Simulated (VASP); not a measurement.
# TiC (I4/mmm) in VASP: notebook, part 2 of 2

VASP 6.6.1. The steps go on from the part before.

## Step 3: Electric field gradients, PBEsol (zz strain of -1 %)

File INCAR:

```
SYSTEM = TiC
  ALGO = Normal
  EDIFF = 1E-8
  ENCUT = 520
  GGA = PS
  ISIF = 2
  ISMEAR = -1
  LASPH = .True.
  LCHARG = .False.
  LEFG = .True.
  LREAL = .False.
  LWAVE = .False.
  NBANDS = 15
  NELM = 80
  PREC = Accurate
  SIGMA = 0.03
```

File KPOINTS:

```
k-points
0
Gamma
  14 14 14
  0 0 0
```

File POSCAR:

```
TiC
1.0
    0.0000000000      2.1640000000      2.1423600000
    2.1640000000      0.0000000000      2.1423600000
    2.1640000000      2.1640000000      0.0000000000
Ti C
1 1
Direct
    0.0000000000      0.0000000000      0.0000000000
    0.5000000000      0.5000000000      0.5000000000
```

Potentials or basis: VASP PAW PBE potentials, release 64 (Ti_sv, C).

The run is started by

```
$ cat potpaw_PBE.64/Ti_sv/POTCAR potpaw_PBE.64/C/POTCAR > POTCAR
$ mpirun -np 1 vasp_std > vasp.out
```

OUTCAR:

```text
SYSTEM = TiC
   EDIFF = 1E-8
   ENCUT = 520
   GGA = PS
   ISIF = 2
   ISMEAR = -1
   LASPH = .True.
   LREAL = .False.
   NELM = 80
   PREC = Accurate

 ion  position               nearest neighbor table
   1  0.000  0.000  0.000-   2 2.14   2 2.14   2 2.16   2 2.16   2 2.16   2 2.16
   2  0.500  0.500  0.500-   1 2.14   1 2.14   1 2.16   1 2.16   1 2.16   1 2.16

  LATTYP: Found a body centered tetragonal cell.
 ALAT       =     3.0603581490
 C/A-ratio  =     1.4000714267

  Lattice vectors:

 A1 = (   0.0000000000,  -2.1640000000,  -2.1423600000)
 A2 = (   0.0000000000,   2.1640000000,  -2.1423600000)
 A3 = (   2.1640000000,   0.0000000000,   2.1423600000)

Analysis of symmetry for initial positions (statically):
=====================================================================
 Subroutine PRICEL returns:
 Original cell was already a primitive cell.

 Routine SETGRP: Setting up the symmetry group for a
 body centered tetragonal supercell.

 Subroutine GETGRP returns: Found 16 space group operations
 (whereof 16 operations were pure point group operations)
 out of a pool of 16 trial point group operations.

The static configuration has the point symmetry D_4h.

Analysis of symmetry for dynamics (positions and initial velocities):
=====================================================================
 Subroutine PRICEL returns:
 Original cell was already a primitive cell.

 Routine SETGRP: Setting up the symmetry group for a
 body centered tetragonal supercell.

 Subroutine GETGRP returns: Found 16 space group operations
 (whereof 16 operations were pure point group operations)
 out of a pool of 16 trial point group operations.

[... 166 lines left out ...]
     11      11.1627      0.00000
     12      11.1956      0.00000
     13      11.2363      0.00000
     14      20.1116      0.00000
[... 401 lines left out ...]
      2     -23.2260      2.00000
      3     -23.0365      2.00000
      4     -23.0199      2.00000
      5      -1.4705      2.00000
      6       6.2441      2.00000
      7       7.7477      2.00000
      8       8.2822      2.00000
      9      10.2394      0.00000
     10      11.7812      0.00000
     11      12.9564      0.00000
     12      14.0619      0.00000
     13      15.9762      0.00000
     14      21.7209      0.00000
     15      23.7821      0.00000

 [... further k-points ...]
[... 5 lines left out ...]
  --------------------------------------------------------------------------------------
  -------------------------------------------------------------------------------------
  Total       -0.5903474     -0.5903474     -0.0813211      0.0000000      0.0000000     -0.0000000
  in kB      -47.1390972    -47.1390972     -6.4934693      0.0000000      0.0000000     -0.0000000
  external PRESSURE =     -33.5905545 kB  Pullay stress =       0.0000000 kB

 VOLUME and BASIS-vectors are now :
 -----------------------------------------------------------------------------
  energy-cutoff  :      520.00
  volume of cell :       20.06
      direct lattice vectors                 reciprocal lattice vectors
     0.000000000  2.164000000  2.142360000    -0.231053604  0.231053604  0.233387479
     2.164000000  0.000000000  2.142360000     0.231053604 -0.231053604  0.233387479
     2.164000000  2.164000000  0.000000000     0.231053604  0.231053604 -0.233387479

 POSITION                                       TOTAL-FORCE (eV/Angst)
 -----------------------------------------------------------------------------------
      0.00000      0.00000      0.00000        -0.000000      0.000000     -0.000000
      2.16400      2.16400      2.14236         0.000000     -0.000000      0.000000
 -----------------------------------------------------------------------------------
    total drift:                                0.000000     -0.000000     -0.000000

  FREE ENERGIE OF THE ION-ELECTRON SYSTEM (eV)
  ---------------------------------------------------
  free  energy   TOTEN  =       -19.7979369824 eV

  energy  without entropy=      -19.7970309437  energy(sigma->0) =      -19.79748396

 Electric field gradients (V/A^2)
---------------------------------------------------------------------
 ion       V_xx      V_yy      V_zz      V_xy      V_xz      V_yz
---------------------------------------------------------------------
   1       3.966     3.966    -7.933     0.000     0.001     0.001
   2       0.613     0.613    -1.226     0.000     0.000     0.000
---------------------------------------------------------------------

 Electric field gradients after diagonalization (V/A^2)
 (convention: |V_zz| > |V_xx| > |V_yy|)
----------------------------------------------------------------------
 ion       V_xx      V_yy      V_zz     asymmetry (V_yy - V_xx)/ V_zz
----------------------------------------------------------------------
   1       3.967     3.966    -7.933       0.000
   2       0.613     0.613    -1.226       0.000
----------------------------------------------------------------------

           NMR quadrupolar parameters

 Cq : quadrupolar parameter    Cq=e*Q*V_zz/h
 eta: asymmetry parameters     (V_yy - V_xx)/ V_zz
 Q  : nuclear electric quadrupole moment in mb (millibarn)
----------------------------------------------------------------------
 ion       Cq(MHz)       eta       Q (mb)
----------------------------------------------------------------------
   1      -0.019       0.000       1.000
   2      -0.003       0.000       1.000
----------------------------------------------------------------------
```

Wall time 51 s (1 thread of Intel Xeon Platinum 8259CL at 2.50GHz (Skylake/Cascade Lake), shared host); peak memory 0.2 GiB.

What came out:

| Item | Value |
| --- | --- |
| Free energy | -19.7979 eV |
| Pressure | -3.4 GPa |
| Band gap on the k mesh | zero (band 8 reaches 10.17 eV, above the bottom of band 9 at 8.97 eV) |

Levels at points of the mesh, in eV from the Fermi level:
```
           k point  band 4  band 5  band 6  band 7  band 8  band 9  band 10  band 11  band 12  band 13
(0.00, 0.00, 0.00)  -32.40  -12.42    0.65    0.65    0.72    1.71     1.71     1.72     1.75     1.79
(0.50, 0.00, 0.00)  -32.45   -8.83   -5.93   -2.94   -2.92    2.95     3.00     4.19     8.23     8.27
(0.50, 0.50, 0.00)  -32.60  -10.09   -3.37   -1.71   -0.06   -0.06     2.79     3.59     3.59     6.05
(0.50, 0.00, 0.50)  -32.58  -10.11   -3.48   -1.70    0.02    0.02     2.78     3.56     3.62     5.95
```

Electric field gradients, principal values (V/Å²):
```tsv
atom	least	middle	greatest (by size)
1 Ti	3.966	3.967	-7.933
2 C	0.613	0.613	-1.226
```

Caveat: the cell differs from its parent crystal (zz strain of -1 %); without QUAD_EFG the Cq values of the log hold for a quadrupole moment of 1 mb, not for the nuclei; the PAW data sets were made with another functional, which shifts forces and pressure a little.

## Step 4: Electric field gradients, PBEsol (zz strain of +1 %)

File INCAR:

```
  PREC = Accurate
  ENCUT = 520
  EDIFF = 1E-8
  ISMEAR = -1
  SIGMA = 0.03
  LREAL = False
  LASPH = True
  NELM = 80
  ALGO = Normal
  ISIF = 2
  LWAVE = False
  LCHARG = False
  GGA = PS
  LEFG = True
  NBANDS = 15
```

File KPOINTS:

```
Automatic mesh
0
Gamma
  14 14 14
```

File POSCAR:

```
TiC
1.0
    0.0000000000      2.1640000000      2.1856400000
    2.1640000000      0.0000000000      2.1856400000
    2.1640000000      2.1640000000      0.0000000000
Ti C
1 1
Direct
    0.0000000000      0.0000000000      0.0000000000
    0.5000000000      0.5000000000      0.5000000000
```

Potentials or basis: VASP PAW PBE potentials, release 64 (Ti_sv, C).

The run is started by

```
$ cat potpaw_PBE.64/Ti_sv/POTCAR potpaw_PBE.64/C/POTCAR > POTCAR
$ mpirun -np 1 vasp_std > vasp.out
```

OUTCAR:

```text
PREC = Accurate
   ENCUT = 520
   EDIFF = 1E-8
   ISMEAR = -1
   LREAL = False
   LASPH = True
   NELM = 80
   ISIF = 2
   GGA = PS

 ion  position               nearest neighbor table
   1  0.000  0.000  0.000-   2 2.16   2 2.16   2 2.16   2 2.16   2 2.19   2 2.19
   2  0.500  0.500  0.500-   1 2.16   1 2.16   1 2.16   1 2.16   1 2.19   1 2.19

  LATTYP: Found a body centered tetragonal cell.
 ALAT       =     3.0603581490
 C/A-ratio  =     1.4283556980

  Lattice vectors:

 A1 = (  -2.1640000000,   0.0000000000,   2.1856400000)
 A2 = (   2.1640000000,   0.0000000000,   2.1856400000)
[... 644 lines left out ...]
  free  energy   TOTEN  =       -19.7834679622 eV

  energy  without entropy=      -19.7825251306  energy(sigma->0) =      -19.78299655

 Electric field gradients (V/A^2)
---------------------------------------------------------------------
 ion       V_xx      V_yy      V_zz      V_xy      V_xz      V_yz
---------------------------------------------------------------------
   1      -3.896    -3.896     7.792     0.000     0.000     0.000
   2      -0.634    -0.634     1.268     0.000     0.000     0.000
---------------------------------------------------------------------

 Electric field gradients after diagonalization (V/A^2)
 (convention: |V_zz| > |V_xx| > |V_yy|)
----------------------------------------------------------------------
 ion       V_xx      V_yy      V_zz     asymmetry (V_yy - V_xx)/ V_zz
----------------------------------------------------------------------
   1      -3.896    -3.896     7.792       0.000
   2      -0.634    -0.634     1.268       0.000
----------------------------------------------------------------------

           NMR quadrupolar parameters

 Cq : quadrupolar parameter    Cq=e*Q*V_zz/h
 eta: asymmetry parameters     (V_yy - V_xx)/ V_zz
 Q  : nuclear electric quadrupole moment in mb (millibarn)
----------------------------------------------------------------------
 ion       Cq(MHz)       eta       Q (mb)
----------------------------------------------------------------------
   1       0.019       0.000       1.000
   2       0.003       0.000       1.000
----------------------------------------------------------------------
```

stdout:

```text
POSCAR found type information on POSCAR TiC
 POSCAR found :  2 types and       2 ions
 scaLAPACK will be used
 -----------------------------------------------------------------------------
|                                                                             |
|                                                                             |
|     You enforced a specific xc type in the INCAR file but a different       |
|     I HOPE YOU KNOW WHAT YOU ARE DOING!                                     |
|                                                                             |
 -----------------------------------------------------------------------------

 LDA part: xc-table for (Slater+PW92), standard interpolation
 POSCAR, INCAR and KPOINTS ok, starting setup
 FFT: planning ... GRIDC
 FFT: planning ... GRID_SOFT
 FFT: planning ... GRID
 WAVECAR not read
 entering main loop
ion   1

ion   2
```

Wall time 53 s (1 thread of Intel Xeon Platinum 8259CL at 2.50GHz (Skylake/Cascade Lake), shared host); peak memory 0.2 GiB.

Results:

* Free energy: -19.7835 eV
* Pressure: -8.2 GPa
* Band gap on the k mesh: zero (band 8 reaches 9.90 eV, above the bottom of band 9 at 8.78 eV)

Levels at points of the mesh, in eV from the Fermi level:
```tsv
k point	band 6	band 7	band 8	band 9	band 10	band 11
(0.00, 0.00, 0.00)	0.62	0.69	0.69	1.68	1.68	1.72
(0.50, 0.00, 0.00)	-5.83	-2.87	-2.85	2.88	2.92	4.07
(0.50, 0.50, 0.00)	-3.50	-1.63	0.03	0.03	2.71	3.49
(0.50, 0.00, 0.50)	-3.39	-1.65	-0.05	-0.04	2.72	3.47
```

Electric field gradients, principal values (V/Å²):
```
atom   least  middle  greatest (by size)
1 Ti  -3.896  -3.896               7.792
 2 C  -0.634  -0.634               1.268
```

Caveat: the cell differs from its parent crystal (zz strain of +1 %); without QUAD_EFG the Cq values of the log hold for a quadrupole moment of 1 mb, not for the nuclei; the PAW data sets were made with another functional, which shifts forces and pressure a little.

## Step 5: Summary

```csv
cell,gap on the mesh (eV),pressure (GPa)
"a = 3.030, b = 3.030, c = 3.060 Å, angles 59.7, 59.7, 60.7°, 2 atoms",none,-0.6
"a = 3.045, b = 3.045, c = 3.060 Å, angles 59.8, 59.8, 60.3°, 2 atoms",none,-3.4
"a = 3.076, b = 3.076, c = 3.060 Å, angles 60.2, 60.2, 59.7°, 2 atoms",none,-8.2
```

Alike in all rows: task electric field gradients; level PBEsol; potentials or basis VASP PAW PBE potentials, release 64 (Ti_sv, C); no spin polarisation; k mesh 14 × 14 × 14; cutoff (eV) 520; smearing fermi-dirac 0.03 eV.

Caveats: the PAW data sets were made with another functional, which shifts forces and pressure a little.

Total energies depend on the potentials used, so only differences within one code and one set of settings carry meaning.
